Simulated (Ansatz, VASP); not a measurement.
One calculation of H, two programs

```
CELL_PARAMETERS angstrom
2.64964 0.00000 0.00000
0.00000 2.64964 0.00000
0.00000 0.00000 0.93147
ATOMIC_POSITIONS crystal
H 0.00000 0.00000 0.50000
```

Change from the starting cell: strain +0.000 along x and y, -0.050 along z, atoms carried along.

Alike in both runs: task single point; functional LDA; k mesh 10 × 10 × 26; occupations gaussian, width 0.05 eV; no spin polarisation.

|  | VASP | Ansatz |
| --- | --- | --- |
| version | VASP 6.6.1 | Ansatz 0.2.0 |
| potentials or method | VASP PAW LDA potentials, release 64 (H), cutoff 520 eV | scalar-relativistic, plane waves, PAW |
| valence electrons in the cell | 1 | 1 |

```csv
,VASP,Ansatz,Ansatz less VASP
pressure (GPa),7.6,7.7,+0.15
"traceless stress, the component that is largest in VASP (GPa)",15.72,15.36,-0.362
```

LDA's correlation is that of Perdew and Zunger in VASP and of Perdew and Wang (1992) in Ansatz.
